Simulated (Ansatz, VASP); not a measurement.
MgO in VASP and in Ansatz

Contents of INCAR:

```
SYSTEM = MgO
PREC = Accurate ; ENCUT = 600
EDIFF = 1E-7 ; ISMEAR = 0
SIGMA = 0.02 ; LREAL = .False.
LASPH = .True. ; NELM = 120
ALGO = Normal ; ISIF = 3
LWAVE = .False. ; LCHARG = .False.
GGA = PE ; IBRION = 2
NSW = 100 ; EDIFFG = -0.002
GGA_COMPAT = .False. ; NELMIN = 4
```

File KPOINTS:

```
regular mesh
0
Gamma
  10 10 10
  0 0 0
```

The input POSCAR:

```
MgO
1.0
    0.0000000000      2.1050000000      2.1050000000
    2.1050000000      0.0000000000      2.1050000000
    2.1050000000      2.1050000000      0.0000000000
Mg O
1 1
Direct
    0.0000000000      0.0000000000      0.0000000000
    0.5000000000      0.5000000000      0.5000000000
```

Input for Ansatz:

```yaml
crystal:
  lattice:
    - [0.0, 2.105, 2.105]
    - [2.105, 0.0, 2.105]
    - [2.105, 2.105, 0.0]
  atoms:
    - { symbol: Mg, position: [0.0, 0.0, 0.0] }
    - { symbol: O, position: [0.5, 0.5, 0.5] }
basis:
  ecutwfc: 420
kpoints:
  mp_grid: { grid: [10, 10, 10] }
hamiltonian:
  xc: pbe
  pseudopotentials: { kind: paw }
scf:
  occupations: { method: gaussian, width: 0.02 }
output:
  forces: true
  stress: true
  eigenvalues: true
relax:
  adjacent_minimum: "off"
  f_tol: 0.002
  max_steps: 80
  cell: { stress_tol: 0.02 }
```

Alike in both runs: task relaxation of cell and atoms; functional PBE; k mesh 10 × 10 × 10; occupations gaussian, width 0.02 eV; no spin polarisation.

|  | VASP | Ansatz |
| --- | --- | --- |
| version | VASP 6.6.1 | Ansatz 0.2.0 |
| potentials or method | VASP PAW PBE potentials, release 64 (Mg, O), cutoff 600 eV | scalar-relativistic, plane waves, PAW |
| valence electrons in the cell | 8 | 16 |

|  | VASP | Ansatz | Ansatz less VASP |
| --- | --- | --- | --- |
| gap on the k mesh at the Fermi level, each at its own relaxed structure (eV) | 4.50 | 4.46 | -0.043 |
| relaxed volume (Å³/atom) | 9.56 | 9.62 | +0.059 |
| relaxed cell length with the largest relative difference (Å) | 3.002 | 3.008 | +0.0062 |

VASP's potentials hold 8 valence electrons a cell and Ansatz's 16, so a difference there can come from the potentials and not from the codes.
